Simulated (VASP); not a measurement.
# TiB2 in VASP: single point with PBE

Aim: the single point of TiB2 with PBE.

Everything below comes from runs of VASP 6.6.1. Logs are shortened: lines on timing, memory, paths and dates and some standing lists are left out, and cuts for length are marked.

### 1 The cell of the first run

The cell holds a slab with vacuum, 9 atoms: a = 3.032 Å, b = 4.425 Å, c = 18.750 Å, α = 90.00°, β = 90.00°, γ = 110.03°.

### 2 Single point, PBE

INCAR

```
ALGO = Normal
DIPOL = 0.5 0.5 0.500
EDIFF = 1E-6
ENCUT = 520
GGA = PE
IDIPOL = 3
ISIF = 2
ISMEAR = 0
ISYM = 0
LASPH = True
LCHARG = False
LDIPOL = True
LREAL = False
LWAVE = False
NBANDS = 37
NELM = 60
PREC = Accurate
SIGMA = 0.1
```

KPOINTS

```
k-points
0
Gamma
  10 7 1
```

POSCAR

```
TiB2
1.0
    3.0321012950      0.0000000000      0.0000000000
   -1.5160506475      4.1575960387      0.0000000000
    0.0000000000      0.0000000000     18.7503375116
B Ti
6 3
Direct
    0.4162083558      0.8324167117      0.3733266132
    0.9826916982      0.9653833964      0.4095190094
    0.1156583829      0.2313167658      0.4819038019
    0.6841555002      0.3682035919      0.5180881890
    0.8188849641      0.6374753617      0.5961965384
    0.3948399341      0.7893602615      0.6206022307
    0.6994500270      0.3989000541      0.3914228113
    0.3994230469      0.7987873805      0.4989139593
    0.0978377712      0.1958824013      0.6065672212
```

Potentials or basis: VASP PAW PBE potentials, release 64 (B, Ti_sv).

On the command line:

```bash
> cat potpaw_PBE.64/B/POTCAR potpaw_PBE.64/Ti_sv/POTCAR > POTCAR
> mpirun -np 1 vasp_std > vasp.out
```

OUTCAR:

```text
EDIFF = 1E-6
   ENCUT = 520
   GGA = PE
   ISIF = 2
   ISMEAR = 0
   ISYM = 0
   LASPH = True
   LREAL = False
   NELM = 60
   PREC = Accurate

 ion  position               nearest neighbor table
   1  0.416  0.832  0.373-   2 1.75   2 1.75   8 2.36   7 2.38   7 2.38   7 2.38
   2  0.983  0.965  0.410-   1 1.75   1 1.75   3 1.75   8 2.36   8 2.36   7 2.38   7 2.38   7 2.38

   3  0.116  0.231  0.482-   2 1.75   4 1.76   4 1.76   9 2.34   8 2.37   8 2.37   7 2.38   7 2.38
                             8 2.38
   4  0.684  0.368  0.518-   3 1.76   3 1.76   5 1.84   9 2.36   9 2.36   8 2.37   8 2.37   7 2.38
                             8 2.39
   5  0.819  0.637  0.596-   6 1.70   6 1.70   4 1.84   9 2.33   9 2.39   9 2.39   8 2.46   8 2.47

   6  0.395  0.789  0.621-   5 1.70   5 1.70   8 2.28   9 2.29   9 2.29   9 2.48
   7  0.699  0.399  0.391-   4 2.38   1 2.38   1 2.38   2 2.38   2 2.38   2 2.38   1 2.38   3 2.38
                             3 2.38
   8  0.399  0.799  0.499-   6 2.28   1 2.36   2 2.36   2 2.36   4 2.37   4 2.37   3 2.37   3 2.37
                             3 2.38   4 2.39   5 2.46   5 2.47
   9  0.098  0.196  0.607-   6 2.29   6 2.29   5 2.33   3 2.34   4 2.36   4 2.36   5 2.39   5 2.39
                             6 2.48

IMPORTANT INFORMATION: All symmetrisations will be switched off!
NOSYMM: (Re-)initialisation of all symmetry stuff for point group C_1.

----------------------------------------------------------------------------------------

                                     Primitive cell

  volume of cell :     236.3715

  direct lattice vectors                    reciprocal lattice vectors
     3.032101295  0.000000000  0.000000000     0.329804285  0.120261804  0.000000000
    -1.516050647  4.157596039  0.000000000     0.000000000  0.240523608  0.000000000
     0.000000000  0.000000000 18.750337512     0.000000000  0.000000000  0.053332373

  length of vectors
     3.032101295  4.425382965 18.750337512     0.351046675  0.240523608  0.053332373

  position of ions in fractional coordinates (direct lattice)
     0.416208356  0.832416712  0.373326613
     0.982691698  0.965383396  0.409519009
     0.115658383  0.231316766  0.481903802
     0.684155500  0.368203592  0.518088189
     0.818884964  0.637475362  0.596196538
     0.394839934  0.789360262  0.620602231
     0.699450027  0.398900054  0.391422811
     0.399423047  0.798787381  0.498913959
     0.097837771  0.195882401  0.606567221

  ion indices of the primitive-cell ions
   primitive index   ion index
                 1           1
                 2           2
                 3           3
                 4           4
                 5           5
                 6           6
                 7           7
                 8           8
                 9           9

----------------------------------------------------------------------------------------

 KPOINTS: k-points

Automatic generation of k-mesh.
 Grid dimensions read from file:
 generate k-points for:   10    7    1

 Generating k-lattice:

  Cartesian coordinates                     Fractional coordinates (reciprocal lattice)
     0.032980429  0.012026180  0.000000000     0.100000000  0.000000000  0.000000000
     0.000000000  0.034360515  0.000000000     0.000000000  0.142857143  0.000000000
     0.000000000  0.000000000  0.053332373     0.000000000  0.000000000  1.000000000

  Length of vectors
     0.035104667  0.034360515  0.053332373

  Shift w.r.t. Gamma in fractional coordinates (k-lattice)
     0.000000000  0.000000000  0.000000000

 -----------------------------------------------------------------------------
|                                                                             |
|           W    W    AA    RRRRR   N    N  II  N    N   GGGG   !!!           |
|           W    W   A  A   R    R  NN   N  II  NN   N  G    G  !!!           |
|           W    W  A    A  R    R  N N  N  II  N N  N  G       !!!           |
|           W WW W  AAAAAA  RRRRR   N  N N  II  N  N N  G  GGG   !            |
|           WW  WW  A    A  R   R   N   NN  II  N   NN  G    G                |
|           W    W  A    A  R    R  N    N  II  N    N   GGGG   !!!           |
|                                                                             |
|     Your reciprocal lattice and k-lattice belong to different lattice       |
|     classes:                                                                |
|                                                                             |
|        The reciprocal lattice is base centered orthorhombic,                |
|        whereas your k-lattice is simple monoclinic.                         |
|                                                                             |
|     Results are often still useful ...                                      |
|                                                                             |
 -----------------------------------------------------------------------------

 WARNING: IBZKPT: internal override: KBLOWUP is changed to .FALSE.
      ... skipping the blow-up phase ...

 Subroutine IBZKPT returns following result:
 ===========================================

 Found     36 irreducible k-points:

 Following reciprocal coordinates:
            Coordinates               Weight
  0.000000  0.000000  0.000000      1.000000
  0.100000 -0.000000  0.000000      2.000000
  0.200000 -0.000000  0.000000      2.000000
  0.300000  0.000000  0.000000      2.000000
  0.400000  0.000000  0.000000      2.000000
  0.500000  0.000000  0.000000      1.000000
[... 16 lines left out ...]
 -0.400000  0.285714  0.000000      2.000000
 -0.300000  0.285714  0.000000      2.000000
 [... further k-points ...]
   k-points           NKPTS =     36   k-points in BZ     NKDIM =     36   number of bands    NBANDS=     37
   number of dos      NEDOS =    301   number of ions     NIONS =      9
   total plane-waves  NPLWV = 120960
   dimension x,y,z NGX =    24 NGY =   36 NGZ =  140
   dimension x,y,z NGXF=    48 NGYF=   72 NGZF=  280
   ions per type =               6   3
   NGX,Y,Z   is equivalent  to a cutoff of  13.16, 13.52, 12.41 a.u.
   NGXF,Y,Z  is equivalent  to a cutoff of  26.32, 27.05, 24.83 a.u.
 SYSTEM =  unknown system
   PREC   = accura    normal or accurate (medium, high low for compatibility)
   ISTART =      0    job   : 0-new  1-cont  2-samecut
   ICHARG =      2    charge: 1-file 2-atom 10-const
   ISPIN  =      1    spin polarized calculation?
   LNONCOLLINEAR =      F non collinear calculations
   LSORBIT =      F    spin-orbit coupling
   LASPH  =      T    aspherical Exc in radial PAW
   ENCUT  =  520.0 eV  38.22 Ry    6.18 a.u.   5.64  8.23 34.86*2*pi/ulx,y,z
   NELM   =     60;   NELMIN=  2; NELMDL= -5     # of ELM steps
   EDIFF  = 0.1E-05   stopping-criterion for ELM
   LREAL  =      F    real-space projection
   EDIFFG = 0.1E-04   stopping-criterion for IOM
   NSW    =      0    number of steps for IOM
   IBRION =     -1    ionic relax: 0-MD 1-quasi-New 2-CG
   NFREE  =      0    steps in history (QN), initial steepest desc. (CG)
   ISIF   =      2    stress and relaxation
   ISYM   =      0    0-nonsym 1-usesym 2-fastsym
   POTIM  = 0.5000    time-step for ionic-motion
   TEBEG  =    0.0;   TEEND  =   0.0 temperature during run
   PSTRESS=    0.0 pullay stress
   NELECT =      54.0000    total number of electrons
   NUPDOWN=      -1.0000    fix difference up-down
   EMIN   =  10.00;   EMAX   =-10.00  energy-range for DOS
   EFERMI =   0.00;   METHOD = LEGACY
   ISMEAR =     0;   SIGMA  =   0.10  broadening in eV -4-tet -1-fermi 0-gaus
   EFERMI_NEDOS =   21; number of points for ismear=-14 and -15
   IALGO  =     38    algorithm
   IMIX   =      4    mixing-type and parameters
     AMIX     =   0.40;   BMIX     =  1.00
     AMIX_MAG =   1.60;   BMIX_MAG =  1.00
  volume/ion in A,a.u.               =      26.26       177.23
  Fermi-wavevector in a.u.,A,eV,Ry     =   1.000786  1.891211 13.627212  1.001572
  Thomas-Fermi vector in A             =   2.133165
   LORBIT       =      0    0 simple, 1 ext, 2 COOP (PROOUT), +10 PAW based schemes
   GGA     = PE    functional components
   LHFCALC =     F    Hartree Fock is set to
   AEXX    =    0.0000 exact exchange contribution
   IVDW    =     0    specifies the selected vdW correction
   LEPSILON=     F    determine dielectric tensor
   LRPA    =     F    only Hartree local field effects (RPA)
 non-spin polarized calculation
 Gauss-broadening in eV      SIGMA  =   0.10
  energy-cutoff  :      520.00
  volume of cell :      236.37
 maximum number of plane-waves:      6402
   NGX = 11   NGY = 17   NGZ = 69

 dipolmoment           0.000000      0.000000      0.007584 electrons x Angstroem

 number of electron      54.0000001 magnetization

 dipolmoment           0.000000      0.000000     -0.012995 electrons x Angstroem

 Free energy of the ion-electron system (eV)
  ---------------------------------------------------
  ext. energy  EPLUGINS =         0.00000000
  ---------------------------------------------------
  free energy    TOTEN  =       -68.19189196 eV

  energy without entropy =      -68.17324628  energy(sigma->0) =      -68.18256912

 E-fermi :   0.1357     XC(G=0):  -5.2217

 val. band max:        0.1262860567   @ k =  -0.1000   0.4286   0.0000
 cond. band min:       0.1482732039   @ k =   0.3000   0.0000   0.0000
 fundamental gap:      0.0219871472
 Fermi energy:         0.1357121234

 k-point     1 :       0.0000    0.0000    0.0000
  band No.  band energies     occupation
      1     -56.6477      2.00000
      2     -56.5777      2.00000
      3     -56.3441      2.00000
      4     -33.1085      2.00000
      5     -33.0505      2.00000
      6     -32.8932      2.00000
[... 29 lines left out ...]
     36       3.8408      0.00000
     37       4.0281      0.00000
[... 918 lines left out ...]
     36       3.7060      0.00000
     37       4.2634      0.00000

 [... further k-points ...]

------------------------ aborting loop because EDIFF is reached ----------------------------------------

 vacuum level on the upper side and lower side of the slab       (xc-potential included)        -0.184        -0.048

  FORCE on cell =-STRESS in cart. coord.  units (eV):
  Direction    XX          YY          ZZ          XY          YZ          ZX
  --------------------------------------------------------------------------------------
  -------------------------------------------------------------------------------------
  Total       -2.9907121     -4.5454868     -0.7523235     -0.0437533      0.4079861     -0.0033859
  in kB      -20.2716973    -30.8102978     -5.0994126     -0.2965693      2.7654185     -0.0229502
  external PRESSURE =     -18.7271359 kB  Pullay stress =       0.0000000 kB

 VOLUME and BASIS-vectors are now :
 -----------------------------------------------------------------------------
  energy-cutoff  :      520.00
  volume of cell :      236.37
      direct lattice vectors                 reciprocal lattice vectors
     3.032101295  0.000000000  0.000000000     0.329804285  0.120261804  0.000000000
    -1.516050647  4.157596039  0.000000000     0.000000000  0.240523608  0.000000000
     0.000000000  0.000000000 18.750337512     0.000000000  0.000000000  0.053332373

 POSITION                                       TOTAL-FORCE (eV/Angst)
 -----------------------------------------------------------------------------------
     -0.00000      3.46085      7.00000        -0.004032     -0.587447      1.247440
      1.51605      4.01367      7.67862        -0.002309     -0.402600     -1.548926
      0.00000      0.96172      9.03586        -0.002422      0.206067      0.099734
      1.51621      1.53084      9.71433        -0.000171      0.008796      0.016906
      1.51650      2.65037     11.17889         0.000873      0.000013      0.001444
      0.00048      3.28184     11.63650        -0.000203     -0.017024      0.016231
      1.51605      1.65847      7.33931         0.008231      0.781583      0.184728
      0.00009      3.32104      9.35481         0.000912     -0.002042     -0.014165
     -0.00031      0.81440     11.37334        -0.000880      0.012654     -0.003392
 -----------------------------------------------------------------------------------
    total drift:                                0.000334     -0.000039     -0.000557

  FREE ENERGIE OF THE ION-ELECTRON SYSTEM (eV)
  ---------------------------------------------------
  free  energy   TOTEN  =       -68.1918919635 eV

  energy  without entropy=      -68.1732462812  energy(sigma->0) =      -68.18256912

 vacuum level on the upper side and lower side of the slab         4.498         4.632
```

Run time: 10 min. Hardware: 1 thread of AMD EPYC 9R45 (Zen 5), shared host; peak memory 0.42 GiB.

Results:

| Property | Result |
| --- | --- |
| Free energy | -68.1919 eV |
| Largest force | 1.600 eV/Å |
| Band gap on the k mesh | zero (band 27 reaches 0.34 eV, above the bottom of band 28 at -0.29 eV) |

Forces on the atoms (eV/Å):
```
B   -0.004 -0.587  1.247
B   -0.002 -0.403 -1.549
B   -0.002  0.206  0.100
B    0.000  0.009  0.017
B    0.001  0.000  0.001
B    0.000 -0.017  0.016
Ti   0.008  0.782  0.185
Ti   0.001 -0.002 -0.014
Ti  -0.001  0.013 -0.003
```

Levels at points of the mesh, in eV from the Fermi level:
```
           k point  band 24  band 25  band 26  band 27  band 28  band 29  band 30  band 31
(0.00, 0.00, 0.00)    -1.93    -1.31    -1.19    -0.23    -0.09     1.48     1.55     1.75
(0.50, 0.00, 0.00)    -1.90    -1.59    -0.84    -0.41     0.26     0.87     1.92     2.14
```
